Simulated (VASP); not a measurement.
Set up this calculation in VASP 6.6.1, as the native input.

| Item | Value |
| --- | --- |
| Task | single point |
| Functional | PBE |
| Potentials or basis | VASP PAW PBE potentials, release 64 (Cs_sv, Cu) |
| Cutoff | 520 eV |
| k mesh | 12 × 12 × 10 |
| Occupations | gaussian, width 0.1 eV |
| Spin | no spin polarisation |
| Dipole correction | no |
| Further INCAR settings | ALGO = Normal; EDIFF = 1e-06; NBANDS = 17 |

The structure of CsCu lies in POSCAR:

```
CsCu
1.0
    5.0531148693      0.0000000000      0.0000000000
   -2.5265574347      4.3761258451      0.0000000000
    0.0000000000      0.0000000000      4.5724842304
Cs Cu
1 1
Direct
    0.3333333333      0.6666666667      0.5000000000
    0.0000000000      0.0000000000      0.0000000000
```

The cell was built from a structure type or drawn by symmetry, and may not be a known phase.

The input as run:

INCAR

```
PREC     = Accurate       # precision mode
ENCUT    = 520            # plane-wave cutoff, eV
EDIFF    = 1E-6           # SCF threshold, eV
ISMEAR   = 0              # smearing method
SIGMA    = 0.1            # smearing width, eV
LREAL    = F              # projectors in reciprocal space
LASPH    = T              # aspherical terms in the spheres
NELM     = 60             # most SCF steps
ALGO     = Normal         # electronic algorithm
ISIF     = 2              # what is computed and relaxed
LWAVE    = F              # write WAVECAR
LCHARG   = F              # write CHGCAR
GGA      = PE             # functional
NBANDS   = 17             # bands
```

KPOINTS

```
Automatic mesh
0
Gamma
  12 12 10
```

Potentials or basis: VASP PAW PBE potentials, release 64 (Cs_sv, Cu).

Launch:

```sh
$ cat potpaw_PBE.64/Cs_sv/POTCAR potpaw_PBE.64/Cu/POTCAR > POTCAR
$ mpirun -np 1 vasp_std > vasp.out
```

Results of the run:

```json
{
  "Pressure": "0.0 GPa",
  "Band gap on the k mesh": "1.19 eV"
}
```

Caveat: spin-orbit coupling is left out, which moves the levels of the heavy elements.

It took 78 s on 1 thread of Intel(R) Xeon(R) 6975P-C (Granite Rapids), with other jobs on the host, peak memory 0.37 GiB.
